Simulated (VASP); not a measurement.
A run of VASP 6.6.1 is set up as follows.

INCAR

```
  PREC = Accurate
  ENCUT = 600
  EDIFF = 1E-6
  ISMEAR = -1
  SIGMA = 0.05
  LREAL = F
  LASPH = T
  NELM = 120
  ALGO = Normal
  ISIF = 2
  LWAVE = F
  LCHARG = F
  GGA = PE
  NBANDS = 12
  GGA_COMPAT = F
```

The input KPOINTS:

```
Automatic mesh
0
Gamma
  10 10 10
```

The input POSCAR:

```
Cu
1.0
    0.0000000000      1.8075000000      1.8798000000
    1.8075000000      0.0000000000      1.8798000000
    1.8075000000      1.8075000000      0.0000000000
Cu
1
Direct
    0.0000000000      0.0000000000      0.0000000000
```

Potentials or basis: VASP PAW PBE potentials, release 64 (Cu).

The run is started by

```console
$ cat potpaw_PBE.64/Cu/POTCAR > POTCAR
$ mpirun -np 1 vasp_std > vasp.out
```

Task: Estimate the pressure.

Result: -2.6 GPa.

Stress tensor (GPa, compression positive):
```
-1.99  0.00  0.00
 0.00 -1.99  0.00
 0.00  0.00 -3.93
```
